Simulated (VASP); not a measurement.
Write the native input for VASP 6.6.1 that does the following.

```
Task                   : single point
Functional             : LDA
Potentials or basis    : VASP PAW LDA potentials, release 64 (F)
Cutoff                 : 520 eV
k mesh                 : 17 × 17 × 17
Occupations            : fermi-dirac, width 0.05 eV
Spin                   : no spin polarisation
Dipole correction      : no
Further INCAR settings : ALGO = Normal; EDIFF = 1e-07; NBANDS = 10
```

The structure of F lies in POSCAR:

```
F
1.0
    0.0000000000      1.3975350400      1.3975350400
    1.3975350400      0.0000000000      1.3975350400
    1.3975350400      1.3975350400      0.0000000000
F
1
Direct
    0.0000000000      0.0000000000      0.0000000000
```

This cell differs from its parent crystal: volume scaled by 0.65.

One way to write it, as run:

INCAR

```
SYSTEM = F
PREC = Accurate
ENCUT = 520
EDIFF = 1E-7
ISMEAR = -1
SIGMA = 0.05
LREAL = .FALSE.
LASPH = .TRUE.
NELM = 100
ALGO = Normal
ISIF = 2
LWAVE = .FALSE.
LCHARG = .FALSE.
GGA = CA
NBANDS = 10
```

KPOINTS

```
Automatic mesh
0
G
  17 17 17
  0 0 0
```

Potentials or basis: VASP PAW LDA potentials, release 64 (F).

Command:

```console
$ cat potpaw_LDA.64/F/POTCAR > POTCAR
$ mpirun -np 1 vasp_std > vasp.out
```

Results of the run:

| Item | Value |
| --- | --- |
| Pressure | 129.1 GPa |

Caveat: an odd number of electrons without spin polarisation forces a metal; a magnetic or distorted state may lie lower.

It took 2.4 s on 1 thread of Intel(R) Xeon(R) 6975P-C (Granite Rapids), on a shared host, peak memory 0.11 GiB.
